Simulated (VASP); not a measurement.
# C (Fd-3m) in VASP: further runs

Runs on C. Level: LDA. Tasks: single point.

Everything below comes from runs of VASP 6.6.1. Logs are shortened: lines on timing, memory, paths and dates and some standing lists are left out, and cuts for length are marked.

**1. The cell of the first run**

It takes space group Fd-3m (No. 227, cubic). Conventional cell: a = 3.532 Å, b = 3.532 Å, c = 3.532 Å, α = 90.00°, β = 90.00°, γ = 90.00°. Within 2.0 Å of C (site symmetry -43m) lie 4 C at 1.53 Å.

**2. Single point, LDA**

INCAR reads:

```
SYSTEM = C
ALGO = Normal
EDIFF = 1E-6
ENCUT = 600
GGA = CA
GGA_COMPAT = .FALSE.
ISIF = 2
ISMEAR = 0
LASPH = .TRUE.
LCHARG = .TRUE.
LELF = .TRUE.
LREAL = .FALSE.
LVHAR = .TRUE.
LWAVE = .FALSE.
NBANDS = 11
NELM = 120
PREC = Accurate
SIGMA = 0.1
```

KPOINTS reads:

```
k-points
0
G
  10 10 10
  0 0 0
```

POSCAR reads:

```
C
1.0
    0.0000000000      1.7660493903      1.7660493903
    1.7660493903      0.0000000000      1.7660493903
    1.7660493903      1.7660493903      0.0000000000
C
2
Direct
    0.5000000000      0.5000000000      0.5000000000
    0.7500000000      0.7500000000      0.7500000000
```

Potentials or basis: VASP PAW LDA potentials, release 64 (C).

Started as:

```bash
$ cat potpaw_LDA.64/C/POTCAR > POTCAR
$ mpirun -np 1 vasp_std > vasp.out
```

OUTCAR:

```text
SYSTEM = C
   EDIFF = 1E-6
   ENCUT = 600
   GGA = CA
   ISIF = 2
   ISMEAR = 0
   LASPH = .TRUE.
   LREAL = .FALSE.
   NELM = 120
   PREC = Accurate

 ion  position               nearest neighbor table
   1  0.500  0.500  0.500-   2 1.53   2 1.53   2 1.53   2 1.53
   2  0.750  0.750  0.750-   1 1.53   1 1.53   1 1.53   1 1.53

  LATTYP: Found a face centered cubic cell.
 ALAT       =     3.5320987806

  Lattice vectors:

 A1 = (   0.0000000000,   1.7660493903,   1.7660493903)
 A2 = (   1.7660493903,   0.0000000000,   1.7660493903)
 A3 = (   1.7660493903,   1.7660493903,   0.0000000000)

Analysis of symmetry for initial positions (statically):
=====================================================================
 Subroutine PRICEL returns:
 Original cell was already a primitive cell.

 Routine SETGRP: Setting up the symmetry group for a
 face centered cubic supercell.

 Subroutine GETGRP returns: Found 48 space group operations
 (whereof 24 operations were pure point group operations)
 out of a pool of 48 trial point group operations.

The static configuration has the point symmetry T_d .
 The point group associated with its full space group is O_h .

Analysis of symmetry for dynamics (positions and initial velocities):
=====================================================================
 Subroutine PRICEL returns:
 Original cell was already a primitive cell.

 Routine SETGRP: Setting up the symmetry group for a
 face centered cubic supercell.

 Subroutine GETGRP returns: Found 48 space group operations
 (whereof 24 operations were pure point group operations)
 out of a pool of 48 trial point group operations.

The dynamic configuration has the point symmetry T_d .
 The point group associated with its full space group is O_h .

 Subroutine INISYM returns: Found 48 space group operations
 (whereof 24 operations are pure point group operations),
 and found     1 'primitive' translations

----------------------------------------------------------------------------------------

                                     Primitive cell

  volume of cell :      11.0164

  direct lattice vectors                    reciprocal lattice vectors
     0.000000000  1.766049390  1.766049390    -0.283117790  0.283117790  0.283117790
     1.766049390  0.000000000  1.766049390     0.283117790 -0.283117790  0.283117790
     1.766049390  1.766049390  0.000000000     0.283117790  0.283117790 -0.283117790

  length of vectors
     2.497571000  2.497571000  2.497571000     0.490374396  0.490374396  0.490374396

  position of ions in fractional coordinates (direct lattice)
     0.500000000  0.500000000  0.500000000
     0.750000000  0.750000000  0.750000000

  ion indices of the primitive-cell ions
   primitive index   ion index
                 1           1
                 2           2

----------------------------------------------------------------------------------------

 KPOINTS: k-points

Automatic generation of k-mesh.
 Grid dimensions read from file:
 generate k-points for:   10   10   10

 Generating k-lattice:

  Cartesian coordinates                     Fractional coordinates (reciprocal lattice)
    -0.028311779  0.028311779  0.028311779     0.100000000  0.000000000  0.000000000
     0.028311779 -0.028311779  0.028311779     0.000000000  0.100000000  0.000000000
     0.028311779  0.028311779 -0.028311779     0.000000000  0.000000000  0.100000000

  Length of vectors
     0.049037440  0.049037440  0.049037440

  Shift w.r.t. Gamma in fractional coordinates (k-lattice)
     0.000000000  0.000000000  0.000000000

 Subroutine IBZKPT returns following result:
 ===========================================

 Found     47 irreducible k-points:

 Following reciprocal coordinates:
            Coordinates               Weight
  0.000000  0.000000  0.000000      1.000000
  0.100000  0.000000  0.000000      8.000000
  0.200000  0.000000  0.000000      8.000000
  0.300000  0.000000  0.000000      8.000000
  0.400000  0.000000  0.000000      8.000000
  0.500000  0.000000  0.000000      4.000000
[... 16 lines left out ...]
  0.300000  0.300000  0.000000      6.000000
  0.400000  0.300000  0.000000     24.000000
 [... further k-points ...]
   k-points           NKPTS =     47   k-points in BZ     NKDIM =     47   number of bands    NBANDS=     11
   number of dos      NEDOS =    301   number of ions     NIONS =      2
   total plane-waves  NPLWV =   8000
   dimension x,y,z NGX =    20 NGY =   20 NGZ =   20
   dimension x,y,z NGXF=    40 NGYF=   40 NGZF=   40
   ions per type =               2
   NGX,Y,Z   is equivalent  to a cutoff of  13.31, 13.31, 13.31 a.u.
   NGXF,Y,Z  is equivalent  to a cutoff of  26.63, 26.63, 26.63 a.u.
 SYSTEM =  C
   PREC   = accura    normal or accurate (medium, high low for compatibility)
   ISTART =      0    job   : 0-new  1-cont  2-samecut
   ICHARG =      2    charge: 1-file 2-atom 10-const
   ISPIN  =      1    spin polarized calculation?
   LNONCOLLINEAR =      F non collinear calculations
   LSORBIT =      F    spin-orbit coupling
   LASPH  =      T    aspherical Exc in radial PAW
   ENCUT  =  600.0 eV  44.10 Ry    6.64 a.u.   4.99  4.99  4.99*2*pi/ulx,y,z
   NELM   =    120;   NELMIN=  2; NELMDL= -5     # of ELM steps
   EDIFF  = 0.1E-05   stopping-criterion for ELM
   LREAL  =      F    real-space projection
   EDIFFG = 0.1E-04   stopping-criterion for IOM
   NSW    =      0    number of steps for IOM
   IBRION =     -1    ionic relax: 0-MD 1-quasi-New 2-CG
   NFREE  =      0    steps in history (QN), initial steepest desc. (CG)
   ISIF   =      2    stress and relaxation
   ISYM   =      2    0-nonsym 1-usesym 2-fastsym
   POTIM  = 0.5000    time-step for ionic-motion
   TEBEG  =    0.0;   TEEND  =   0.0 temperature during run
   PSTRESS=    0.0 pullay stress
   NELECT =       8.0000    total number of electrons
   NUPDOWN=      -1.0000    fix difference up-down
   EMIN   =  10.00;   EMAX   =-10.00  energy-range for DOS
   EFERMI =   0.00;   METHOD = LEGACY
   ISMEAR =     0;   SIGMA  =   0.10  broadening in eV -4-tet -1-fermi 0-gaus
   EFERMI_NEDOS =   21; number of points for ismear=-14 and -15
   IALGO  =     38    algorithm
   IMIX   =      4    mixing-type and parameters
     AMIX     =   0.40;   BMIX     =  1.00
     AMIX_MAG =   1.60;   BMIX_MAG =  1.00
  volume/ion in A,a.u.               =       5.51        37.17
  Fermi-wavevector in a.u.,A,eV,Ry     =   1.471495  2.780721 29.460642  2.165296
  Thomas-Fermi vector in A             =   2.586624
   LORBIT       =      0    0 simple, 1 ext, 2 COOP (PROOUT), +10 PAW based schemes
   GGA     = CA    functional components
   LHFCALC =     F    Hartree Fock is set to
   AEXX    =    0.0000 exact exchange contribution
   IVDW    =     0    specifies the selected vdW correction
   LEPSILON=     F    determine dielectric tensor
   LRPA    =     F    only Hartree local field effects (RPA)
 non-spin polarized calculation
 Gauss-broadening in eV      SIGMA  =   0.10
  energy-cutoff  :      600.00
  volume of cell :       11.02
 maximum number of plane-waves:       377
   NGX =  9   NGY =  9   NGZ =  9

 number of electron       7.9999998 magnetization

 Free energy of the ion-electron system (eV)
  ---------------------------------------------------
  ext. energy  EPLUGINS =         0.00000000
  ---------------------------------------------------
  free energy    TOTEN  =       -20.25196549 eV

  energy without entropy =      -20.25196549  energy(sigma->0) =      -20.25196549

 E-fermi :  10.7408     XC(G=0): -13.6417

 val. band max:       10.1550781548   @ k =   0.0000   0.0000   0.0000
 cond. band min:      14.3582799233   @ k =   0.4000   0.4000   0.0000
 fundamental gap:      4.2032017685
 Fermi energy:        10.7407736665

 k-point     1 :       0.0000    0.0000    0.0000
  band No.  band energies     occupation
      1     -11.5568      2.00000
      2      10.1551      2.00000
      3      10.1551      2.00000
      4      10.1551      2.00000
      5      15.7804      0.00000
      6      15.7804      0.00000
      7      15.7804      0.00000
      8      24.3856      0.00000
      9      29.5479      0.00000
     10      37.1165      0.00000
     11      37.1165      0.00000

 k-point     2 :       0.1000    0.0000    0.0000
  band No.  band energies     occupation
      1     -11.2750      2.00000
      2       8.4591      2.00000
      3       9.6953      2.00000
      4       9.6953      2.00000
      5      16.3824      0.00000
      6      16.3824      0.00000
      7      16.7782      0.00000
      8      24.5406      0.00000
      9      29.9809      0.00000
     10      34.3744      0.00000
     11      34.3744      0.00000

 k-point     3 :       0.2000    0.0000    0.0000
  band No.  band energies     occupation
      1     -10.4335      2.00000
      2       5.2154      2.00000
      3       8.7971      2.00000
      4       8.7971      2.00000
      5      17.5343      0.00000
      6      17.5343      0.00000
      7      18.1280      0.00000
      8      24.9615      0.00000
      9      30.7308      0.00000
     10      32.8163      0.00000
     11      32.8163      0.00000
[... 267 lines left out ...]
 k-point    23 :       0.3000    0.3000    0.0000
  band No.  band energies     occupation
      1      -8.2213      2.00000
      2       4.1447      2.00000
      3       5.1330      2.00000
      4       5.1330      2.00000
      5      14.4359      0.00000
      6      18.8831      0.00000
      7      23.4415      0.00000
      8      23.4415      0.00000
      9      31.4949      0.00000
     10      33.0601      0.00000
     11      41.4122      0.00000

 k-point    24 :       0.4000    0.3000    0.0000
  band No.  band energies     occupation
      1      -6.8739      2.00000
      2       2.1294      2.00000
      3       4.0184      2.00000
      4       4.6512      2.00000
      5      14.9941      0.00000
      6      18.2022      0.00000
      7      24.4422      0.00000
      8      24.5492      0.00000
      9      32.3011      0.00000
     10      33.1376      0.00000
     11      41.2922      0.00000

 [... further k-points ...]

------------------------ aborting loop because EDIFF is reached ----------------------------------------

  FORCE on cell =-STRESS in cart. coord.  units (eV):
  Direction    XX          YY          ZZ          XY          YZ          ZX
  --------------------------------------------------------------------------------------
  -------------------------------------------------------------------------------------
  Total        0.0476353      0.0476353      0.0476353      0.0000000      0.0000000      0.0000000
  in kB        6.9278831      6.9278831      6.9278831      0.0000000      0.0000000      0.0000000
  external PRESSURE =       6.9278831 kB  Pullay stress =       0.0000000 kB

 VOLUME and BASIS-vectors are now :
 -----------------------------------------------------------------------------
  energy-cutoff  :      600.00
  volume of cell :       11.02
      direct lattice vectors                 reciprocal lattice vectors
     0.000000000  1.766049390  1.766049390    -0.283117790  0.283117790  0.283117790
     1.766049390  0.000000000  1.766049390     0.283117790 -0.283117790  0.283117790
     1.766049390  1.766049390  0.000000000     0.283117790  0.283117790 -0.283117790

 POSITION                                       TOTAL-FORCE (eV/Angst)
 -----------------------------------------------------------------------------------
      1.76605      1.76605      1.76605         0.000000     -0.000000      0.000000
      2.64907      2.64907      2.64907        -0.000000      0.000000     -0.000000
 -----------------------------------------------------------------------------------
    total drift:                                0.000000     -0.000000      0.000000

  FREE ENERGIE OF THE ION-ELECTRON SYSTEM (eV)
  ---------------------------------------------------
  free  energy   TOTEN  =       -20.2519654910 eV

  energy  without entropy=      -20.2519654910  energy(sigma->0) =      -20.25196549
```

Wall time 5.4 s (1 thread of AMD EPYC 7R43 (Zen 3), shared host); peak memory 0.08 GiB.

Results:

```
Free energy            : -20.2520 eV
Pressure               : 0.7 GPa
Band gap on the k mesh : 4.20 eV, indirect (least direct gap 5.63 eV)
```

Levels at points of the mesh, in eV from the valence-band top:
```tsv
k point	band 1	band 2	band 3	band 4	band 5	band 6	band 7	band 8
(0.00, 0.00, 0.00)	-21.71	0.00	0.00	0.00	5.63	5.63	5.63	14.23
(0.50, 0.00, 0.00)	-15.70	-13.69	-2.86	-2.86	8.51	8.51	9.42	15.67
(0.50, 0.50, 0.00)	-12.82	-12.82	-6.47	-6.47	4.77	4.77	17.07	17.07
```

A k mesh can miss the band edges. LDA gaps usually lie below the measured ones, often by a third to a half.

**3. Single point, LDA**

INCAR reads:

```
  PREC = Accurate
  ENCUT = 600
  EDIFF = 1E-6
  ISMEAR = 0
  SIGMA = 0.02
  LREAL = F
  LASPH = T
  NELM = 120
  ALGO = Normal
  ISIF = 2
  LWAVE = F
  LCHARG = T
  GGA = CA
  LELF = T
  LVHAR = T
  NBANDS = 11
  GGA_COMPAT = F
```

KPOINTS reads:

```
Automatic mesh
0
Gamma
  12 12 12
```

POSCAR reads:

```
C
1.0
    0.0000000000      1.7658687227      1.7658687227
    1.7658687227      0.0000000000      1.7658687227
    1.7658687227      1.7658687227      0.0000000000
C
2
Direct
    0.5000000000      0.5000000000      0.5000000000
    0.7500000000      0.7500000000      0.7500000000
```

Potentials or basis: VASP PAW LDA potentials, release 64 (C).

Started as:

```bash
$ cat potpaw_LDA.64/C/POTCAR > POTCAR
$ mpirun -np 1 vasp_std > vasp.out
```

It took 8.2 s on 1 thread of AMD EPYC 7R43 (Zen 3), shared host; peak memory 0.08 GiB.

Results (log left out):

```
Free energy            : -20.2521 eV
Pressure               : 0.8 GPa
Band gap on the k mesh : 4.20 eV, indirect (least direct gap 5.63 eV)
```

Levels at points of the mesh, in eV from the valence-band top:
```
           k point  band 2  band 3  band 4  band 5  band 6  band 7
(0.00, 0.00, 0.00)    0.00    0.00    0.00    5.63    5.63    5.63
(0.50, 0.00, 0.00)  -13.69   -2.87   -2.87    8.51    8.51    9.42
(0.50, 0.50, 0.00)  -12.82   -6.47   -6.47    4.77    4.77   17.08
```
